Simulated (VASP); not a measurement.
Input of a VASP 6.6.1 run:

The input INCAR:

```
  ALGO = Fast
  EDIFF = 1E-6
  ENCUT = 520
  ISIF = 2
  ISMEAR = 0
  LASPH = True
  LCHARG = False
  LREAL = False
  LWAVE = False
  NBANDS = 12
  NELM = 60
  PREC = Accurate
  SIGMA = 0.15
```

Contents of KPOINTS:

```
k-points
0
Gamma
  22 22 22
```

File POSCAR:

```
In
1.0
   -1.5714754752      1.5714754752      2.7840259519
    1.5714754752     -1.5714754752      2.7840259519
    1.5714754752      1.5714754752     -2.7840259519
In
1
Direct
    0.0000000000      0.0000000000      0.0000000000
```

Potentials or basis: VASP PAW LDA potentials, release 64 (In_d).

Launch:

```console
$ cat potpaw_LDA.64/In_d/POTCAR > POTCAR
$ mpirun -np 1 vasp_std > vasp.out
```

Problem. Estimate the band gap on the k mesh.

Solution. Zero (an odd number of electrons rules out a gap without spin polarisation).

Problem. Estimate the pressure.

Solution. -3.8 GPa.

Stress tensor (GPa, compression positive):
```
-3.38  0.00  0.00
 0.00 -3.38  0.00
 0.00  0.00 -4.71
```

Caveat: the cell stands under tension; spin-orbit coupling is left out, which moves the levels of the heavy elements.
